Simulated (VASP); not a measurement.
# CdS (Greenockite) (P6_3mc) in VASP: a series of runs

The runs below take CdS (Greenockite) through relaxation of cell and atoms, single point, with PBEsol, PBE0, r2SCANh, PBEsol-based global hybrid.

All numbers are computed with VASP 6.6.1; they aren't measurements. Logs are shortened: lines on timing, memory, paths and dates and some standing lists are left out, and cuts for length are marked.

### 1 The cell of the first run

Symmetry: P6_3mc, No. 186, hexagonal system. Conventional cell: a = 4.150 Å, b = 4.150 Å, c = 6.737 Å, α = 90.00°, β = 90.00°, γ = 120.00°. Cd (site symmetry 3m) has 4 S at 2.53 to 2.54 Å within 3.3 Å. Within 3.3 Å of S (site symmetry 3m) lie 4 Cd at 2.53 to 2.54 Å.

### 2 Relaxation of cell and atoms, PBEsol, target pressure 30 GPa, at which the enthalpy is minimised

INCAR

```
SYSTEM = CdS
  ALGO = Normal
  EDIFF = 1E-6
  EDIFFG = -0.02
  ENCUT = 600
  GGA = PS
  IBRION = 2
  ISIF = 3
  ISMEAR = -1
  LASPH = .TRUE.
  LCHARG = .FALSE.
  LREAL = .FALSE.
  LWAVE = .FALSE.
  NELM = 80
  NSW = 80
  PREC = Accurate
  PSTRESS = 300.0
  SIGMA = 0.05
```

KPOINTS

```
k-points
0
G
  7 7 4
  0 0 0
```

POSCAR

```
CdS
1.0
    4.1500000000      0.0000000000      0.0000000000
   -2.0750000000      3.5940054257      0.0000000000
    0.0000000000      0.0000000000      6.7370000000
Cd S
2 2
Direct
    0.6666666667      0.3333333333      0.5000000000
    0.3333333333      0.6666666667      0.0000000000
    0.6666666667      0.3333333333      0.8750000000
    0.3333333333      0.6666666667      0.3750000000
```

Potentials or basis: VASP PAW PBE potentials, release 64 (Cd, S).

On the command line:

```sh
> cat potpaw_PBE.64/Cd/POTCAR potpaw_PBE.64/S/POTCAR > POTCAR
> mpirun -np 1 vasp_std > vasp.out
```

OUTCAR:

```text
SYSTEM = CdS
   EDIFF = 1E-6
   EDIFFG = -0.02
   ENCUT = 600
   GGA = PS
   IBRION = 2
   ISIF = 3
   ISMEAR = -1
   LASPH = .TRUE.
   LREAL = .FALSE.
   NELM = 80
   NSW = 80
   PREC = Accurate
   PSTRESS = 300.0

 ion  position               nearest neighbor table
   1  0.667  0.333  0.500-   3 2.53   4 2.54   4 2.54   4 2.54
   2  0.333  0.667  0.000-   4 2.53   3 2.54   3 2.54   3 2.54
   3  0.667  0.333  0.875-   1 2.53   2 2.54   2 2.54   2 2.54
   4  0.333  0.667  0.375-   2 2.53   1 2.54   1 2.54   1 2.54

  LATTYP: Found a hexagonal cell.
 ALAT       =     4.1500000000
 C/A-ratio  =     1.6233734940

  Lattice vectors:

 A1 = (   4.1500000000,   0.0000000000,   0.0000000000)
 A2 = (  -2.0750000000,   3.5940054257,   0.0000000000)
 A3 = (   0.0000000000,   0.0000000000,   6.7370000000)

Analysis of symmetry for initial positions (statically):
=====================================================================
 Subroutine PRICEL returns:
 Original cell was already a primitive cell.

 Routine SETGRP: Setting up the symmetry group for a
 hexagonal supercell.

 Subroutine GETGRP returns: Found 12 space group operations
 (whereof  6 operations were pure point group operations)
 out of a pool of 24 trial point group operations.

The static configuration has the point symmetry C_3v.
 The point group associated with its full space group is C_6v.

Analysis of symmetry for dynamics (positions and initial velocities):
=====================================================================
 Subroutine PRICEL returns:
 Original cell was already a primitive cell.

 Routine SETGRP: Setting up the symmetry group for a
 hexagonal supercell.

 Subroutine GETGRP returns: Found 12 space group operations
 (whereof  6 operations were pure point group operations)
 out of a pool of 24 trial point group operations.

The dynamic configuration has the point symmetry C_3v.
 The point group associated with its full space group is C_6v.

 Subroutine INISYM returns: Found 12 space group operations
 (whereof  6 operations are pure point group operations),
 and found     1 'primitive' translations

----------------------------------------------------------------------------------------

                                     Primitive cell

  volume of cell :     100.4832

  direct lattice vectors                    reciprocal lattice vectors
     4.150000000  0.000000000  0.000000000     0.240963855  0.139120547  0.000000000
    -2.075000000  3.594005426  0.000000000     0.000000000  0.278241094  0.000000000
     0.000000000  0.000000000  6.737000000     0.000000000  0.000000000  0.148434021

  length of vectors
     4.150000000  4.150000000  6.737000000     0.278241094  0.278241094  0.148434021

  position of ions in fractional coordinates (direct lattice)
     0.666666667  0.333333333  0.500000000
     0.333333333  0.666666667  0.000000000
     0.666666667  0.333333333  0.875000000
     0.333333333  0.666666667  0.375000000

  ion indices of the primitive-cell ions
   primitive index   ion index
                 1           1
                 2           2
                 3           3
                 4           4

----------------------------------------------------------------------------------------

 KPOINTS: k-points

Automatic generation of k-mesh.
 Grid dimensions read from file:
 generate k-points for:    7    7    4

 Generating k-lattice:

  Cartesian coordinates                     Fractional coordinates (reciprocal lattice)
     0.034423408  0.019874364  0.000000000     0.142857143  0.000000000  0.000000000
     0.000000000  0.039748728  0.000000000     0.000000000  0.142857143  0.000000000
     0.000000000  0.000000000  0.037108505     0.000000000  0.000000000  0.250000000

  Length of vectors
     0.039748728  0.039748728  0.037108505

  Shift w.r.t. Gamma in fractional coordinates (k-lattice)
     0.000000000  0.000000000  0.000000000

 Subroutine IBZKPT returns following result:
 ===========================================

 Found     24 irreducible k-points:

[... 40 lines left out ...]
 conjugate gradient relaxation of ions
 non-spin polarized calculation
  energy-cutoff  :      600.00
  volume of cell :      100.48
 maximum number of plane-waves:      3376
 NGX is ok and might be reduce to    36
   NGX = 17   NGY = 17   NGZ = 27

--------------------------------------- Ionic step        1  -------------------------------------------

 number of electron      36.0000008 magnetization

 Free energy of the ion-electron system (eV)
  ---------------------------------------------------
  ext. energy  EPLUGINS =         0.00000000
  ---------------------------------------------------
  free energy    TOTEN  =       -13.63038495 eV

  energy without entropy =      -13.63038438  energy(sigma->0) =      -13.63038466

 E-fermi :   1.6638     XC(G=0):  -9.3116

 val. band max:        1.1044742670   @ k =   0.0000   0.0000   0.0000
 cond. band min:       2.1629306594   @ k =   0.0000   0.0000   0.0000
 fundamental gap:      1.0584563925
 Fermi energy:         1.6637585099

 k-point     1 :       0.0000    0.0000    0.0000
  band No.  band energies     occupation
      1     -11.2059      2.00000
      2     -10.7680      2.00000
      3      -6.5709      2.00000
      4      -6.5481      2.00000
      5      -6.5481      2.00000
      6      -6.4621      2.00000
[... 626 lines left out ...]
  enthalpy is  TOTEN    =         5.1846073480 eV   P V=       18.8149922945

--------------------------------------- Ionic step        2  -------------------------------------------

 number of electron      36.0000001 magnetization

 E-fermi :  13.0211     XC(G=0): -13.5340

 val. band max:       12.5850226037   @ k =   0.0000   0.0000   0.0000
 cond. band min:      13.5120778710   @ k =   0.2857   0.2857   0.0000
 fundamental gap:      0.9270552673
 Fermi energy:        13.0210886524

 k-point     1 :       0.0000    0.0000    0.0000
  band No.  band energies     occupation
      1      -8.6531      2.00000
      2      -7.1479      2.00000
      3      -2.7615      2.00000
      4      -2.7047      2.00000
      5      -2.7047      2.00000
      6      -2.3717      2.00000
[... 660 lines left out ...]
  FREE ENERGIE OF THE ION-ELECTRON SYSTEM (eV)
  ---------------------------------------------------
  free  energy   TOTEN  =       -12.4862662312 eV

  energy  without entropy=      -12.4862662261  energy(sigma->0) =      -12.48626623

  enthalpy is  TOTEN    =         2.4129581582 eV   P V=       14.8992243894

[... ionic steps 4 to 34 ...]

--------------------------------------- Ionic step       35  -------------------------------------------

 number of electron      36.0000003 magnetization

------------------------ aborting loop because EDIFF is reached ----------------------------------------

  FORCE on cell =-STRESS in cart. coord.  units (eV):
  Direction    XX          YY          ZZ          XY          YZ          ZX
  --------------------------------------------------------------------------------------
  -------------------------------------------------------------------------------------
  Total       13.9236748     13.9236748     13.8029185      0.0000000     -0.0000000      0.0000000
  in kB      298.9162756    298.9162756    296.3238552      0.0000000     -0.0000000      0.0000000
  external PRESSURE =      -1.9478645 kB  Pullay stress =     300.0000000 kB
[... 65 lines left out ...]
  enthalpy is  TOTEN    =         2.2838866853 eV   P V=       13.9674679360

--------------------------------------- Ionic step       37  -------------------------------------------

 number of electron      36.0000003 magnetization

 Free energy of the ion-electron system (eV)
  ---------------------------------------------------
  ext. energy  EPLUGINS =         0.00000000
  ---------------------------------------------------
  free energy    TOTEN  =       -11.66747993 eV

  energy without entropy =      -11.66747830  energy(sigma->0) =      -11.66747912

 E-fermi :   4.8914     XC(G=0): -10.8380

 val. band max:        4.4104704678   @ k =   0.0000   0.0000   0.0000
 cond. band min:       5.3304218714   @ k =   0.0000   0.0000   0.0000
 fundamental gap:      0.9199514036
 Fermi energy:         4.8914079868

 k-point     1 :       0.0000    0.0000    0.0000
  band No.  band energies     occupation
      1     -10.3638      2.00000
      2      -9.6213      2.00000
      3      -5.3075      2.00000
      4      -4.9050      2.00000
      5      -4.9050      2.00000
      6      -4.7349      2.00000
[... 620 lines left out ...]
  FREE ENERGIE OF THE ION-ELECTRON SYSTEM (eV)
  ---------------------------------------------------
  free  energy   TOTEN  =       -11.6674799342 eV

  energy  without entropy=      -11.6674782967  energy(sigma->0) =      -11.66747912

  enthalpy is  TOTEN    =         2.2838803275 eV   P V=       13.9513602617

 reached required accuracy - stopping structural energy minimisation
```

It took 14 min on 1 thread of Intel Xeon 6975P-C (Granite Rapids), shared host; peak memory 0.29 GiB.

What came out:

* Free energy: -11.6675 eV
* Relaxed volume: 18.63 Å³/atom
* Relaxed cell: a = 3.563 Å, b = 3.563 Å, c = 6.776 Å, α = 90.00°, β = 90.00°, γ = 120.00°
* Space group after relaxing (to 0.05 Å): P6_3mc (No. 186)
* Energy change on relaxing (the enthalpy is what falls): +490.7 meV/atom
* Ionic steps: 37
* Pressure after relaxing: 30.1 GPa
* Band gap on the k mesh: 0.92 eV, direct

The path:
| step | energy change (eV) | largest force (eV/Å) | pressure (GPa) | volume (Å³) |
| --- | --- | --- | --- | --- |
| 1 | 0.0000 | 0.0667 | -0.69 | 100.48 |
| 2 | 23.3953 | 0.6037 | 286.20 | 45.50 |
| 3 | 1.1441 | 0.0773 | 22.79 | 79.57 |
| 4 | 1.4354 | 0.0733 | 26.69 | 77.68 |
| 5 | 1.6987 | 0.0690 | 30.11 | 76.19 |
| 6 | 1.6171 | 0.0703 | 29.01 | 76.63 |
| 7 | 1.6241 | 0.1659 | 29.13 | 76.60 |
| 8 | 1.6192 | 0.0419 | 29.07 | 76.62 |
| 9 | 1.7293 | 0.0305 | 30.50 | 76.02 |
| 10 | 1.6954 | 0.0341 | 30.03 | 76.20 |
| 11 | 1.6969 | 0.0336 | 30.06 | 76.20 |
| 12 | 1.6970 | 0.0308 | 30.06 | 76.20 |
| 13 | 1.6972 | 0.0211 | 30.07 | 76.19 |
| 14 | 1.6977 | 0.0001 | 30.06 | 76.18 |
| 15 | 1.6992 | 0.0467 | 30.05 | 76.16 |
| 16 | 1.7044 | 0.1660 | 29.95 | 76.12 |
| 17 | 1.7312 | 0.5180 | 29.63 | 75.98 |
| 18 | 1.7120 | 0.2943 | 29.85 | 76.07 |
| 19 | 1.7120 | 0.2951 | 29.85 | 76.07 |
| 20 | 1.7120 | 0.2950 | 29.85 | 76.07 |
| 21 | 1.7121 | 0.2966 | 29.85 | 76.07 |
| 22 | 1.7123 | 0.3003 | 29.83 | 76.07 |
| 23 | 1.7126 | 0.3073 | 29.81 | 76.06 |
| 24 | 1.7134 | 0.3225 | 29.77 | 76.06 |
| 25 | 1.7155 | 0.3558 | 29.67 | 76.04 |
| 26 | 1.7218 | 0.4361 | 29.45 | 75.99 |
| 27 | 1.7456 | 0.6519 | 28.92 | 75.88 |
| 28 | 1.7275 | 0.4990 | 29.30 | 75.96 |
| 29 | 1.7314 | 0.4900 | 29.20 | 75.92 |
| 30 | 1.7472 | 0.4768 | 28.88 | 75.79 |
| 31 | 1.8005 | 0.5262 | 28.09 | 75.48 |
| 32 | 1.8288 | 0.4015 | 28.48 | 75.29 |
| 33 | 1.9264 | 0.0286 | 29.70 | 74.70 |
| 34 | 1.9370 | 0.0081 | 29.80 | 74.65 |
| 35 | 1.9402 | 0.0188 | 29.81 | 74.63 |
| 36 | 1.9468 | 0.0136 | 29.87 | 74.59 |
| 37 | 1.9629 | 0.0014 | 30.14 | 74.51 |

Final structure:
```cif
data_structure
_symmetry_space_group_name_H-M 'P 1'
_symmetry_Int_Tables_number 1
_cell_length_a 3.5633
_cell_length_b 3.5633
_cell_length_c 6.7761
_cell_angle_alpha 90.000
_cell_angle_beta 90.000
_cell_angle_gamma 120.000
_cell_volume 74.51
loop_
_atom_site_label
_atom_site_type_symbol
_atom_site_fract_x
_atom_site_fract_y
_atom_site_fract_z
_atom_site_occupancy
Cd1 Cd 0.66667 0.33333 0.52000 1
Cd2 Cd 0.33333 0.66667 0.02000 1
S1 S 0.66667 0.33333 0.85500 1
S2 S 0.33333 0.66667 0.35500 1
```

Caveat: the cell is relaxed towards a set pressure, so the enthalpy falls and the energy may rise; the volume moved by over 15 % at a fixed basis, so the end points are rough; the PAW data sets were made with another functional, which shifts forces and pressure a little.

(Part 1 of 2 ends here.)
